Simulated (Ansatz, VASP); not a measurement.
CdSe in VASP and in Ansatz

INCAR

```
PREC = Accurate
ENCUT = 520
EDIFF = 1E-6
ISMEAR = 0
SIGMA = 0.05
LREAL = False
LASPH = True
NELM = 80
ALGO = Normal
ISIF = 2
LWAVE = False
LCHARG = True
GGA = PS
LELF = True
LVHAR = True
NBANDS = 16
```

Contents of KPOINTS:

```
regular mesh
0
Gamma
  10 10 10
```

The input POSCAR:

```
CdSe
1.0
    0.0000000000      2.5851131655      3.0413096065
    3.0413096065      0.0000000000      3.0413096065
    3.0413096065      2.5851131655      0.0000000000
Cd Se
1 1
Direct
    0.0000000000      0.0000000000      0.0000000000
    0.7500000000      0.7500000000      0.7500000000
```

Input for Ansatz:

```yaml
crystal:
  lattice:
    - [0.0, 2.5851131655, 3.0413096065]
    - [3.0413096065, 0.0, 3.0413096065]
    - [3.0413096065, 2.5851131655, 0.0]
  atoms:
    - { symbol: Cd, position: [0.0, 0.0, 0.0] }
    - { symbol: Se, position: [0.75, 0.75, 0.75] }
basis:
  ecutwfc: 420
kpoints:
  mp_grid: { grid: [10, 10, 10] }
hamiltonian:
  xc: pbesol
scf:
  occupations: { method: gaussian, width: 0.05 }
output:
  forces: true
  stress: true
  eigenvalues: true
```

Change from the starting cell: engineering shear strain xz +0.0000, normal strain along z -0.1500.

Alike in both runs: task single point; functional PBEsol; k mesh 10 × 10 × 10; occupations gaussian, width 0.05 eV; no spin polarisation.

|  | VASP | Ansatz |
| --- | --- | --- |
| version | VASP 6.6.1 | Ansatz 0.2.0 |
| potentials or method | VASP PAW PBE potentials, release 64 (Cd, Se), cutoff 520 eV | scalar-relativistic, plane waves, PAW |
| valence electrons in the cell | 18 | 36 |

Ansatz gave:

* gap on the k mesh at the Fermi level (eV): 0.51
* least direct gap on the mesh (eV): 0.51
* pressure (GPa): 11.2
* traceless stress, the component that is largest in VASP (GPa): -0.20

**Question.** What did VASP give for the same quantities?

**Answer.** gap on the k mesh at the Fermi level (eV): 0.52; least direct gap on the mesh (eV): 0.52; pressure (GPa): 11.9; traceless stress, the component that is largest in VASP (GPa): -0.28.

VASP's potentials were made for PBE, not for PBEsol. VASP's potentials hold 18 valence electrons a cell and Ansatz's 36, so a difference there can come from the potentials and not from the codes.
